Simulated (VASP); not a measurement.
The system is Cd4InO.

```xyz
6
Lattice="4.8142 0.0000 0.0000 -2.4071 4.1692 0.0000 0.0000 0.0000 6.7329" Properties=species:S:1:pos:R:3 pbc="T T T"
Cd    0.0000    2.7795    5.2516
Cd    0.0000    2.7795    1.4812
Cd    2.4071    1.3897    5.2516
Cd    2.4071    1.3897    1.4812
In    0.0000    0.0000    3.3664
O     0.0000    0.0000    0.0000
```

The cell was generated, and may not be a known phase.

- Program: VASP 6.6.1
- Task: relaxation of cell and atoms
- Functional: PBE
- Potentials or basis: VASP PAW PBE potentials, release 64 (Cd, In_d, O)
- Cutoff: 600 eV
- k mesh: 6 × 6 × 4
- Occupations: gaussian, width 0.1 eV
- Spin: no spin polarisation

At the start: pressure 0.4 GPa; volume 22.52 Å³/atom.

**Question.** Where does the relaxation end?

**Answer.** Over 17 steps the energy falls by 17.2 meV/atom and the volume is 22.04 Å³/atom (-2.2 %); space group P6/mmm (No. 191, to 0.1 Å) before and after.

Step by step:
```
step  energy change (eV)  largest force (eV/Å)  pressure (GPa)  volume (Å³)
   1              0.0000                0.0136            0.36       135.14
   2             -0.0092                0.0123           -0.03       136.13
   3             -0.0130                0.0465           -0.47       137.34
   4             -0.0183                0.0726           -0.24       136.23
   5             -0.0248                0.1379            0.29       133.84
   6             -0.0161                0.3702            1.72       129.01
   7             -0.0260                0.1748            0.52       132.89
   8             -0.0264                0.2421            0.93       131.39
   9             -0.0278                0.2521            0.96       131.22
  10             -0.0314                0.2831            1.09       130.73
  11             -0.0350                0.3505            1.37       129.71
  12             -0.0446                0.3368            1.20       130.03
  13             -0.0688                0.2911            0.74       130.96
  14             -0.0949                0.1790           -0.05       132.76
  15             -0.0966                0.1329           -0.28       133.35
  16             -0.1001                0.0887           -0.21       133.01
  17             -0.1034                0.0085           -0.02       132.22
```

Final structure:
```
CELL_PARAMETERS angstrom
5.06248 0.00000 0.00000
-2.53124 4.38424 0.00000
0.00000 0.00000 5.95718
ATOMIC_POSITIONS crystal
Cd 0.33333 0.66667 0.76204
Cd 0.33333 0.66667 0.23796
Cd 0.66667 0.33333 0.76204
Cd 0.66667 0.33333 0.23796
In 0.00000 0.00000 0.50000
O 0.00000 0.00000 0.00000
```

Caveat: an odd number of electrons without spin polarisation forces a metal; a magnetic or distorted state may lie lower.
